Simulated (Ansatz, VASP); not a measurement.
PbCl4: VASP beside Ansatz

```
Pb Cl
1.0
    12.93000    0.00000    0.00000
     0.00000   12.93000    0.00000
     0.00000    0.00000   11.80000
Pb Cl
1 4
Direct
  0.50001 0.50001 0.50004
  0.65199 0.50001 0.61873
  0.50001 0.65199 0.38136
  0.34803 0.50001 0.61873
  0.50001 0.34803 0.38136
```

Alike in both runs: task single point; functional PBE; k mesh 1 × 1 × 1; occupations gaussian, width 0.01 eV; non-collinear spin, spin-orbit coupling.

```csv
,VASP,Ansatz
version,VASP 6.6.1,Ansatz 0.2.0
potentials or method,"VASP PAW PBE potentials, release 64 (Pb_d, Cl), cutoff 520 eV","plane waves, PAW"
valence electrons in the cell,42,42
```

|  | VASP | Ansatz | Ansatz less VASP |
| --- | --- | --- | --- |
| rms of the force components (eV/Å) | 0.012 | 0.011 | -0.0014 |
| net moment per atom (μB) | 0.00 | 0.00 | 0.000 |

Atom by atom the forces differ by 0.001 eV/Å (rms over components). The functional is the same, so the differences come from potentials, cutoffs and numerics. Ansatz's warnings: xc potential rough in thin density.
